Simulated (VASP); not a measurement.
Wanted: the native input for a VASP 6.6.1 run.

| Property | Result |
| --- | --- |
| Task | single point |
| Functional | PBE |
| Potentials or basis | VASP PAW PBE potentials, release 64 (Ge_d) |
| Cutoff | 520 eV |
| k mesh | 12 × 12 × 6 |
| Occupations | gaussian, width 0.1 eV |
| Spin | no spin polarisation |
| Dipole correction | no |
| Further INCAR settings | ALGO = Normal; EDIFF = 1e-07; NBANDS = 36 |

The structure of Ge lies in POSCAR:

```
Ge
1.0
    3.8462372431      0.0000000000      0.0000000000
   -1.9231186216      3.3309391615      0.0000000000
    0.0000000000      0.0000000000      6.7454881778
Ge
4
Direct
    0.6666666667      0.3333333333      0.0247403151
    0.3333333333      0.6666666667      0.6005029678
    0.6666666667      0.3333333333      0.3994970322
    0.3333333333      0.6666666667      0.9752596849
```

This cell differs from its parent crystal: strained and its atoms moved.

These files were run (other wordings do the same):

INCAR

```
SYSTEM = Ge
  PREC = Accurate
  ENCUT = 520
  EDIFF = 1E-7
  ISMEAR = 0
  SIGMA = 0.1
  LREAL = .FALSE.
  LASPH = .TRUE.
  NELM = 60
  ALGO = Normal
  ISIF = 2
  LWAVE = .FALSE.
  LCHARG = .FALSE.
  GGA = PE
  NBANDS = 36
```

KPOINTS

```
Automatic mesh
0
G
  12 12 6
  0 0 0
```

Potentials or basis: VASP PAW PBE potentials, release 64 (Ge_d).

The run is started by

```sh
$ cat potpaw_PBE.64/Ge_d/POTCAR > POTCAR
$ mpirun -np 1 vasp_std > vasp.out
```

It gave:

```
Pressure               : 9.4 GPa
Largest force          : 2.119 eV/Å
Band gap on the k mesh : zero (bands 28 and 29 overlap by 1.20 eV)
```

Caveat: the cell differs from its parent crystal (strained and its atoms moved); the cell stands under pressure; forces of over 1 eV/Å act on the atoms, so gaps and moduli don't describe the material at rest.

Run time: 8.4 min on 1 thread of Intel Xeon 8259CL, with other jobs on the host, peak memory 0.34 GiB.
